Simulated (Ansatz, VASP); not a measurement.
## Al in VASP and in Ansatz

```
Al
1.0
     4.51696    0.00000    0.00000
    -2.25848    3.91181    0.00000
     0.00000    0.00000    2.80134
Al
3
Direct
  0.00000 0.00000 0.00000
  0.33333 0.66667 0.50000
  0.66667 0.33333 0.50000
```

Alike in both runs: functional r2SCAN; k mesh 8 × 8 × 11; occupations fermi-dirac, width 0.1 eV; no spin polarisation.

Ansatz relaxed the structure, and its values are those at the end. VASP's run is a single point on that final structure, the one shown.

|  | VASP | Ansatz |
| --- | --- | --- |
| version | VASP 6.6.1 | Ansatz 0.2.0 |
| potentials or method | VASP PAW PBE potentials, release 64 (Al), cutoff 520 eV | plane waves (500 eV) with PAW, scalar-relativistic |
| valence electrons in the cell | 9 | 9 |

Ansatz gave:

```
pressure (GPa) : 0.0
```

Estimate VASP's values.

pressure (GPa): -0.3.

VASP's potentials were made for PBE, not for r2SCAN. The functional is the same, so the differences come from potentials, cutoffs and numerics.
